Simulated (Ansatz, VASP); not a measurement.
# MgO in VASP and in Ansatz

```
Mg O
1.0
     0.00000    2.08093    2.08093
     2.08093    0.00000    2.08093
     2.08093    2.08093    0.00000
Mg O
1 1
Direct
  0.00000 0.00000 0.00000
  0.50000 0.50000 0.50000
```

Alike in both runs: task single point; functional r2SCAN; k mesh 8 × 8 × 8; no spin polarisation.

|  | VASP | Ansatz |
| --- | --- | --- |
| version | VASP 6.6.1 | Ansatz 0.2.0 |
| potentials or method | VASP PAW PBE potentials, release 64 (Mg_sv, O) | plane waves, PAW |
| plane-wave cutoff (eV) | 920 | 500 |
| occupations | gaussian, width 0.01 eV | fixed |
| valence electrons in the cell | 16 | 16 |

```tsv
	VASP	Ansatz	Ansatz less VASP
gap on the k mesh at the Fermi level (eV)	6.02	6.00	-0.015
pressure (GPa)	5.9	5.4	-0.51
```

VASP's potentials were made for PBE, not for r2SCAN.
